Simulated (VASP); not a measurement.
# TaN (P-6m2) in VASP: single point with r2SCAN+U

Aim: the single point of TaN with r2SCAN+U.

All numbers are computed with VASP 6.6.1; they aren't measurements. Logs are shortened: lines on timing, memory, paths and dates and some standing lists are left out, and cuts for length are marked.

**1. The cell of the first run**

It takes space group P-6m2 (No. 187, hexagonal). The conventional cell has a = 2.938 Å, b = 2.938 Å, c = 2.883 Å, α = 90.00°, β = 90.00°, γ = 120.00°. Ta (site symmetry -6m2) has 6 N at 2.23 Å and 8 Ta at 2.88 to 2.94 Å within 3.0 Å. Within 3.0 Å of N (site symmetry -6m2) lie 6 Ta at 2.23 Å and 8 N at 2.88 to 2.94 Å.

**2. Single point, r2SCAN+U, collinear spin, zero start**

Contents of POSCAR:

```
TaN
1.0
    2.9380011100      0.0000000000      0.0000000000
   -1.4690005500      2.5443836000      0.0000000000
    0.0000000000      0.0000000000      2.8830022100
Ta N
1 1
Direct
    0.3333333333      0.6666666667      0.5000000000
    0.0000000000      0.0000000000      0.0000000000
```

Contents of INCAR.step1:

```
PREC = Accurate
ENCUT = 770
ISMEAR = 0
SIGMA = 0.05
LREAL = F
LASPH = T
NELM = 200
ISPIN = 2
MAGMOM = 0 0
LMAXMIX = 4
LDAU = T
LDAUTYPE = 2
LDAUL = 2 -1
LDAUU = 3 0
LDAUJ = 0 0
NBANDS = 20
GGA = PE
ALGO = Normal
EDIFF = 1E-5
LWAVE = T
LCHARG = F
GGA_COMPAT = F
```

Contents of INCAR.step2:

```
PREC = Accurate
ENCUT = 770
EDIFF = 1E-6
ISMEAR = 0
SIGMA = 0.05
LREAL = F
LASPH = T
NELM = 200
ALGO = Normal
ISIF = 2
LWAVE = F
LCHARG = F
ISPIN = 2
MAGMOM = 0 0
LORBIT = 11
LMAXMIX = 4
LDAU = T
LDAUTYPE = 2
LDAUL = 2 -1
LDAUU = 3 0
LDAUJ = 0 0
LDAUPRINT = 1
METAGGA = R2SCAN
LMIXTAU = T
NBANDS = 20
ISTART = 1
GGA_COMPAT = F
```

Contents of KPOINTS:

```
Automatic mesh
0
Gamma
  7 7 7
```

Potentials or basis: VASP PAW PBE potentials, release 64 (Ta_sv_GW, N).

Run with:

```sh
$ cat potpaw_PBE.64/Ta_sv_GW/POTCAR potpaw_PBE.64/N/POTCAR > POTCAR
$ cp INCAR.step1 INCAR
$ mpirun -np 1 vasp_std > vasp.out
$ cp INCAR.step2 INCAR
$ mpirun -np 1 vasp_std > vasp.out
```

OUTCAR:

```text
PREC = Accurate
   ENCUT = 770
   EDIFF = 1E-6
   ISMEAR = 0
   LREAL = F
   LASPH = T
   NELM = 200
   ISIF = 2
   ISPIN = 2
   LORBIT = 11
   METAGGA = R2SCAN
   ISTART = 1

 ion  position               nearest neighbor table
   1  0.333  0.667  0.500-   2 2.23   2 2.23   2 2.23   2 2.23   2 2.23   2 2.23
   2  0.000  0.000  0.000-   1 2.23   1 2.23   1 2.23   1 2.23   1 2.23   1 2.23

  LATTYP: Found a hexagonal cell.
 ALAT       =     2.9380011100
 C/A-ratio  =     0.9812801636

  Lattice vectors:

 A1 = (   2.9380011100,   0.0000000000,   0.0000000000)
 A2 = (  -1.4690005500,   2.5443836000,   0.0000000000)
 A3 = (   0.0000000000,   0.0000000000,   2.8830022100)

Analysis of symmetry for initial positions (statically):
=====================================================================
 Subroutine PRICEL returns:
 Original cell was already a primitive cell.

 Routine SETGRP: Setting up the symmetry group for a
 hexagonal supercell.

 Subroutine GETGRP returns: Found 12 space group operations
 (whereof 12 operations were pure point group operations)
 out of a pool of 24 trial point group operations.

The static configuration has the point symmetry D_3h.

Analysis of symmetry for dynamics (positions and initial velocities):
=====================================================================
 Subroutine PRICEL returns:
 Original cell was already a primitive cell.

 Routine SETGRP: Setting up the symmetry group for a
 hexagonal supercell.

 Subroutine GETGRP returns: Found 12 space group operations
 (whereof 12 operations were pure point group operations)
 out of a pool of 24 trial point group operations.

The dynamic configuration has the point symmetry D_3h.

Analysis of structural, dynamic, and magnetic symmetry:
=====================================================================
 Subroutine PRICEL returns:
 Original cell was already a primitive cell.

 Routine SETGRP: Setting up the symmetry group for a
 hexagonal supercell.

 Subroutine GETGRP returns: Found 12 space group operations
 (whereof 12 operations were pure point group operations)
 out of a pool of 24 trial point group operations.

The overall configuration has the point symmetry D_3h.

 Subroutine INISYM returns: Found 12 space group operations
 (whereof 12 operations are pure point group operations),
 and found     1 'primitive' translations

----------------------------------------------------------------------------------------

                                     Primitive cell

  volume of cell :      21.5516

  direct lattice vectors                    reciprocal lattice vectors
     2.938001110  0.000000000  0.000000000     0.340367468  0.196511249  0.000000000
    -1.469000550  2.544383600  0.000000000     0.000000000  0.393022499  0.000000000
     0.000000000  0.000000000  2.883002210     0.000000000  0.000000000  0.346860643

  length of vectors
     2.938001110  2.938001110  2.883002210     0.393022499  0.393022499  0.346860643

  position of ions in fractional coordinates (direct lattice)
     0.333333333  0.666666667  0.500000000
     0.000000000  0.000000000  0.000000000

  ion indices of the primitive-cell ions
   primitive index   ion index
                 1           1
                 2           2

----------------------------------------------------------------------------------------

[... 70 lines left out ...]
   LREAL  =      F    real-space projection
   EDIFFG = 0.1E-04   stopping-criterion for IOM
   NSW    =      0    number of steps for IOM
   IBRION =     -1    ionic relax: 0-MD 1-quasi-New 2-CG
   NFREE  =      0    steps in history (QN), initial steepest desc. (CG)
   ISIF   =      2    stress and relaxation
   ISYM   =      2    0-nonsym 1-usesym 2-fastsym
   POTIM  = 0.5000    time-step for ionic-motion
   TEBEG  =    0.0;   TEEND  =   0.0 temperature during run
   PSTRESS=    0.0 pullay stress
   NELECT =      18.0000    total number of electrons
   NUPDOWN=      -1.0000    fix difference up-down
   EMIN   =  10.00;   EMAX   =-10.00  energy-range for DOS
   EFERMI =   0.00;   METHOD = LEGACY
   ISMEAR =     0;   SIGMA  =   0.05  broadening in eV -4-tet -1-fermi 0-gaus
   EFERMI_NEDOS =   21; number of points for ismear=-14 and -15
   IALGO  =     38    algorithm
   IMIX   =      4    mixing-type and parameters
     AMIX     =   0.40;   BMIX     =  1.00
     AMIX_MAG =   1.60;   BMIX_MAG =  1.00
  volume/ion in A,a.u.               =      10.78        72.72
  Fermi-wavevector in a.u.,A,eV,Ry     =   1.541721  2.913430 32.339743  2.376904
  Thomas-Fermi vector in A             =   2.647627
   LORBIT       =     11    0 simple, 1 ext, 2 COOP (PROOUT), +10 PAW based schemes
 LDA+U is selected, type is set to LDAUTYPE =  2
   angular momentum for each species LDAUL =     2   -1
   U (eV)           for each species LDAUU =   3.0  0.0
   J (eV)           for each species LDAUJ =   0.0  0.0
   METAGGA = R2SCAN    functional components
   LHFCALC =     F    Hartree Fock is set to
   AEXX    =    0.0000 exact exchange contribution
   IVDW    =     0    specifies the selected vdW correction
   LEPSILON=     F    determine dielectric tensor
   LRPA    =     F    only Hartree local field effects (RPA)
 spin polarized calculation
 Gauss-broadening in eV      SIGMA  =   0.05
  energy-cutoff  :      770.00
  volume of cell :       21.55
 maximum number of plane-waves:      1067
 NGX is ok and might be reduce to    28
   NGX = 13   NGY = 13   NGZ = 13

 number of electron      17.9999998 magnetization       0.0000000

atom =   1  type =  1  l = 2

 onsite density matrix

spin component  1

  0.2501  0.0000 -0.0000  0.0000  0.0000
  0.0000  0.1669 -0.0000  0.0000 -0.0000
 -0.0000 -0.0000  0.3010  0.0000  0.0000
  0.0000  0.0000  0.0000  0.1669 -0.0000
  0.0000 -0.0000  0.0000 -0.0000  0.2501

spin component  2

  0.2501  0.0000 -0.0000  0.0000  0.0000
  0.0000  0.1669 -0.0000  0.0000 -0.0000
 -0.0000 -0.0000  0.3010  0.0000  0.0000
  0.0000  0.0000  0.0000  0.1669 -0.0000
  0.0000 -0.0000  0.0000 -0.0000  0.2501

 occupancies and eigenvectors

  o =  0.1669  v =  0.0000  0.0000  0.0000  0.0000  0.0000 -0.0000 -0.5330 -0.0000  0.8461  0.0000      0.0000  0.0000  0.0000  0.0000  0.0000  0.0000  0.0000  0.0000  0.0000  0.0000
  o =  0.1669  v = -0.0000 -0.5330  0.0000  0.8461 -0.0000  0.0000  0.0000  0.0000  0.0000  0.0000      0.0000  0.0000  0.0000  0.0000  0.0000  0.0000  0.0000  0.0000  0.0000  0.0000
  o =  0.1669  v =  0.0000  0.0000  0.0000  0.0000  0.0000  0.0000 -0.8461 -0.0000 -0.5330  0.0000      0.0000  0.0000  0.0000  0.0000  0.0000  0.0000  0.0000  0.0000  0.0000  0.0000
  o =  0.1669  v =  0.0000 -0.8461  0.0000 -0.5330 -0.0000  0.0000  0.0000  0.0000  0.0000  0.0000      0.0000  0.0000  0.0000  0.0000  0.0000  0.0000  0.0000  0.0000  0.0000  0.0000
  o =  0.2501  v = -0.9951 -0.0000 -0.0000 -0.0000  0.0992  0.0000  0.0000  0.0000  0.0000  0.0000      0.0000  0.0000  0.0000  0.0000  0.0000  0.0000  0.0000  0.0000  0.0000  0.0000
  o =  0.2501  v = -0.0992  0.0000  0.0000  0.0000 -0.9951  0.0000  0.0000  0.0000  0.0000  0.0000      0.0000  0.0000  0.0000  0.0000  0.0000  0.0000  0.0000  0.0000  0.0000  0.0000
  o =  0.2501  v =  0.0000  0.0000  0.0000  0.0000  0.0000 -0.9982  0.0000 -0.0000 -0.0000  0.0607      0.0000  0.0000  0.0000  0.0000  0.0000  0.0000  0.0000  0.0000  0.0000  0.0000
  o =  0.2501  v =  0.0000  0.0000  0.0000  0.0000  0.0000 -0.0607 -0.0000  0.0000 -0.0000 -0.9982      0.0000  0.0000  0.0000  0.0000  0.0000  0.0000  0.0000  0.0000  0.0000  0.0000
  o =  0.3010  v = -0.0000  0.0000  1.0000  0.0000  0.0000  0.0000  0.0000  0.0000  0.0000  0.0000      0.0000  0.0000  0.0000  0.0000  0.0000  0.0000  0.0000  0.0000  0.0000  0.0000
  o =  0.3010  v =  0.0000  0.0000  0.0000  0.0000  0.0000 -0.0000 -0.0000  1.0000  0.0000  0.0000      0.0000  0.0000  0.0000  0.0000  0.0000  0.0000  0.0000  0.0000  0.0000  0.0000

 number of electron      17.9999998 magnetization      -0.0000000

 Free energy of the ion-electron system (eV)
  ---------------------------------------------------
  ext. energy  EPLUGINS =         0.00000000
  ---------------------------------------------------
  free energy    TOTEN  =       -60.31097506 eV

  energy without entropy =      -60.31053587  energy(sigma->0) =      -60.31075547

 E-fermi :  12.8993     XC(G=0): -14.6491

 val. band max:       12.8892821993   @ k =   0.0000   0.0000   0.4286
 cond. band min:      13.5448858343   @ k =   0.0000   0.0000   0.2857
 fundamental gap:      0.6556036350
 Fermi energy:        12.8993235976

 spin component 1

 k-point     1 :       0.0000    0.0000    0.0000
  band No.  band energies     occupation
      1     -58.4199      1.00000
      2     -23.9414      1.00000
      3     -23.6909      1.00000
      4     -23.6909      1.00000
      5      -6.2314      1.00000
      6       7.9115      1.00000
[... 1097 lines left out ...]
     19      36.3744      0.00000
     20      39.2922      0.00000

 [... further k-points ...]

------------------------ aborting loop because EDIFF is reached ----------------------------------------

  FORCE on cell =-STRESS in cart. coord.  units (eV):
  Direction    XX          YY          ZZ          XY          YZ          ZX
  --------------------------------------------------------------------------------------
  -------------------------------------------------------------------------------------
  Total        1.2250466      1.2250466      1.5085171      0.0000000     -0.0000000      0.0000000
  in kB       91.0717480     91.0717482    112.1453606      0.0000002     -0.0000000      0.0000000
  external PRESSURE =      98.0962856 kB  Pullay stress =       0.0000000 kB

 VOLUME and BASIS-vectors are now :
 -----------------------------------------------------------------------------
  energy-cutoff  :      770.00
  volume of cell :       21.55
      direct lattice vectors                 reciprocal lattice vectors
     2.938001110  0.000000000  0.000000000     0.340367468  0.196511249  0.000000000
    -1.469000550  2.544383600  0.000000000     0.000000000  0.393022499  0.000000000
     0.000000000  0.000000000  2.883002210     0.000000000  0.000000000  0.346860643

 POSITION                                       TOTAL-FORCE (eV/Angst)
 -----------------------------------------------------------------------------------
      0.00000      1.69626      1.44150         0.000000     -0.000000      0.000000
      0.00000      0.00000      0.00000        -0.000000      0.000000      0.000000
 -----------------------------------------------------------------------------------
    total drift:                                0.000000     -0.000000     -0.000000

  FREE ENERGIE OF THE ION-ELECTRON SYSTEM (eV)
  ---------------------------------------------------
  free  energy   TOTEN  =       -60.3109750595 eV

  energy  without entropy=      -60.3105358714  energy(sigma->0) =      -60.31075547

 total charge

# of ion       s       p       d       f       tot
--------------------------------------------------
    1        2.701   6.076   2.226   0.108  11.111
    2        1.237   2.542   0.000   0.000   3.779
--------------------------------------------------
tot          3.938   8.618   2.226   0.108  14.890

 magnetization (x)

# of ion       s       p       d       f       tot
--------------------------------------------------
    1        0.000   0.000   0.000   0.000   0.000
    2       -0.000   0.000   0.000   0.000   0.000
--------------------------------------------------
tot          0.000   0.000   0.000   0.000   0.000
```

Wall time 2.7 min (1 thread of Intel Xeon Platinum 8488C (Sapphire Rapids), shared host); peak memory 0.22 GiB.

Results:

| Item | Value |
| --- | --- |
| Free energy | -60.3110 eV |
| Pressure | 9.8 GPa |
| Band gap on the k mesh | zero (filled and empty bands touch) |
| Net moment | 0.00 μB per cell |
| Valence electrons inside the program's atomic spheres | Ta 11.11; N 3.78 |

Eigenvalues of the final occupation matrices:
```tsv
site	spin	trace	eigenvalues
site 1 d	1	1.14	0.17 0.17 0.25 0.25 0.30
site 1 d	2	1.14	0.17 0.17 0.25 0.25 0.30
```

Caveat: the cell stands under pressure; the PAW data sets were made with another functional, which shifts forces and pressure a little; spin-orbit coupling is left out, which moves the levels of the heavy elements.

The gap in the log of VASP goes by the Fermi energy; the results here count the filled bands.